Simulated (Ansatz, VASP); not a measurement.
**AgB2: VASP beside Ansatz**

```
CELL_PARAMETERS angstrom
2.97987 0.00000 0.00000
-1.48993 2.58064 0.00000
0.00000 0.00000 3.21825
ATOMIC_POSITIONS crystal
Ag 0.00000 0.00000 0.00000
B 0.33333 0.66667 0.50000
B 0.66667 0.33333 0.50000
```

Change from the starting cell: volume scaled by 0.98.

Alike in both runs: task single point; functional PBEsol; k mesh 16 × 16 × 13; occupations fermi-dirac, width 0.05 eV; no spin polarisation.

```csv
,VASP,Ansatz
version,VASP 6.6.1,Ansatz 0.2.0
potentials or method,"VASP PAW PBE potentials, release 64 (Ag, B), cutoff 520 eV","all-electron LAPW, scalar-relativistic"
```

|  | VASP | Ansatz | Ansatz less VASP |
| --- | --- | --- | --- |
| pressure (GPa) | 54.6 | 54.5 | -0.09 |
| traceless stress, the component that is largest in VASP (GPa) | 20.82 | 21.00 | +0.172 |

VASP's potentials were made for PBE, not for PBEsol. Both programs put the cell under a high pressure, so it lies far from rest at this level. Ansatz ran all-electron here, and VASP with PAW potentials.
